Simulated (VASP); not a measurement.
Set up this calculation in VASP 6.6.1, as the native input.

```
Task                   : single point
Functional             : PBE
Potentials or basis    : VASP PAW PBE potentials, release 64 (Al)
Cutoff                 : 520 eV
k mesh                 : 12 × 12 × 12
Occupations            : fermi-dirac, width 0.05 eV
Spin                   : no spin polarisation
Dipole correction      : no
Further INCAR settings : ALGO = Normal; EDIFF = 1e-06; NBANDS = 10
```

The structure of Al lies in POSCAR:

```
Al
1.0
    0.0000000000      2.8081210015      2.8081210015
    2.8081210015      0.0000000000      2.8081210015
    2.8081210015      2.8081210015      0.0000000000
Al
2
Direct
   -0.1250000000     -0.1250000000     -0.1250000000
    0.1250000000      0.1250000000      0.1250000000
```

This cell differs from its parent crystal: volume scaled by 0.8.

These files were run (other wordings do the same):

INCAR

```
SYSTEM = Al
PREC     = Accurate       ! precision mode
ENCUT    = 520            ! plane-wave cutoff, eV
EDIFF    = 1E-6           ! SCF threshold, eV
ISMEAR   = -1             ! smearing method
SIGMA    = 0.05           ! smearing width, eV
LREAL    = .FALSE.        ! projectors in reciprocal space
LASPH    = .TRUE.         ! aspherical terms in the spheres
NELM     = 100            ! most SCF steps
ALGO     = Normal         ! electronic algorithm
ISIF     = 2              ! what is computed and relaxed
LWAVE    = .FALSE.        ! write WAVECAR
LCHARG   = .FALSE.        ! write CHGCAR
GGA      = PE             ! functional
NBANDS   = 10             ! bands
```

KPOINTS

```
regular mesh
0
G
  12 12 12
  0 0 0
```

Potentials or basis: VASP PAW PBE potentials, release 64 (Al).

The run is started by

```console
$ cat potpaw_PBE.64/Al/POTCAR > POTCAR
$ mpirun -np 1 vasp_std > vasp.out
```

Results of the run:

The pressure is 13.0 GPa and the band gap on the k mesh is zero (band 3 reaches 6.89 eV, above the bottom of band 4 at 2.51 eV).

It took 40 s on 1 thread of Intel Xeon 8259CL, with other jobs on the host, peak memory 0.17 GiB.
